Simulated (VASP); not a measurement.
Wanted: the native input for a VASP 6.6.1 run.

| Item | Value |
| --- | --- |
| Task | single point |
| Functional | PBE |
| Potentials or basis | VASP PAW PBE potentials, release 64 (Cd, Te, I) |
| Cutoff | 520 eV |
| k mesh | 4 × 4 × 2 |
| Occupations | gaussian, width 0.1 eV |
| Spin | no spin polarisation |
| Dipole correction | no |
| Further INCAR settings | ALGO = Normal; EDIFF = 1e-06; NBANDS = 30 |

The structure of Cd2TeI2 lies in POSCAR:

```
Cd2TeI2
1.0
    5.0319798900      0.0000000000      0.0000000000
    0.0000000000      5.0319798900      0.0000000000
    0.0000000000      0.0000000000      7.8248208600
Cd Te I
2 1 2
Direct
    0.5000000000      0.5000000000      0.0000000000
    0.5000000000      0.5000000000      0.5000000000
    0.0000000000      0.0000000000      0.0000000000
    0.0000000000      0.0000000000      0.3530678300
    0.0000000000      0.0000000000      0.6469321700
```

The input as run:

INCAR

```
SYSTEM = Cd2TeI2
PREC = Accurate ; ENCUT = 520
EDIFF = 1E-6 ; ISMEAR = 0
SIGMA = 0.1 ; LREAL = .FALSE.
LASPH = .TRUE. ; NELM = 60
ALGO = Normal ; ISIF = 2
LWAVE = .FALSE. ; LCHARG = .TRUE.
GGA = PE ; LELF = .TRUE.
LVHAR = .TRUE. ; NBANDS = 30
```

KPOINTS

```
Automatic mesh
0
G
  4 4 2
  0 0 0
```

Potentials or basis: VASP PAW PBE potentials, release 64 (Cd, Te, I).

Launch:

```console
$ cat potpaw_PBE.64/Cd/POTCAR potpaw_PBE.64/Te/POTCAR potpaw_PBE.64/I/POTCAR > POTCAR
$ mpirun -np 1 vasp_std > vasp.out
```

Results of the run:

- Pressure: 8.6 GPa
- Largest force: 10.165 eV/Å
- Band gap on the k mesh: zero (band 22 reaches 3.32 eV, above the bottom of band 23 at 1.56 eV)

Caveat: the k points lie up to 0.40 Å⁻¹ apart; spin-orbit coupling is left out, which moves the levels of the heavy elements; forces of over 1 eV/Å act on the atoms, so gaps and moduli don't describe the material at rest.

Wall time 92 s on 1 thread of Oxide Virtual Turin-like Processor (shared host), peak memory 0.3 GiB.
